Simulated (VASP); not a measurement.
Set up this calculation in VASP 6.6.1, as the native input.

```yaml
Task: electric field gradients
Functional: PBEsol
Potentials_or_basis: VASP PAW PBE potentials, release 64 (K_sv, Cl)
Cutoff: 520 eV
k_mesh: 7 × 7 × 7
Occupations: fermi-dirac, width 0.03 eV
Spin: no spin polarisation
Dipole_correction: no
Further_INCAR_settings: ALGO = Normal; EDIFF = 1e-08; NBANDS = 15
```

The structure of KCl lies in POSCAR:

```
KCl
1.0
   -0.0631220000      3.1245390000      3.1245390000
    3.1245390000     -0.0631220000      3.1245390000
    3.1245390000      3.1245390000     -0.0631220000
K Cl
1 1
Direct
    0.0000000000      0.0000000000      0.0000000000
    0.5000000000      0.5000000000      0.5000000000
```

This cell differs from its parent crystal: equal xy, yz and zx shear strains of -2 %.

These files were run (other wordings do the same):

INCAR

```
SYSTEM = KCl
ALGO = Normal
EDIFF = 1E-8
ENCUT = 520
GGA = PS
ISIF = 2
ISMEAR = -1
LASPH = .TRUE.
LCHARG = .FALSE.
LEFG = .TRUE.
LREAL = .FALSE.
LWAVE = .FALSE.
NBANDS = 15
NELM = 60
PREC = Accurate
SIGMA = 0.03
```

KPOINTS

```
k-points
0
G
  7 7 7
  0 0 0
```

Potentials or basis: VASP PAW PBE potentials, release 64 (K_sv, Cl).

Run with:

```console
$ cat potpaw_PBE.64/K_sv/POTCAR potpaw_PBE.64/Cl/POTCAR > POTCAR
$ mpirun -np 1 vasp_std > vasp.out
```

Results of the run:

```yaml
Pressure: -0.5 GPa
Band_gap_on_the_k_mesh: 4.95 eV
Largest_electric_field_gradient_by_atom: K +2.1; Cl -2.6 V/Å²
```

Caveat: the cell differs from its parent crystal (equal xy, yz and zx shear strains of -2 %); without QUAD_EFG the Cq values of the log hold for a quadrupole moment of 1 mb, not for the nuclei; the PAW data sets were made with another functional, which shifts forces and pressure a little; an odd mesh through Γ misses points on the zone boundary, where band edges can lie.

Wall time 71 s on 1 thread of Intel Xeon 8259CL, on a shared host, peak memory 0.22 GiB.
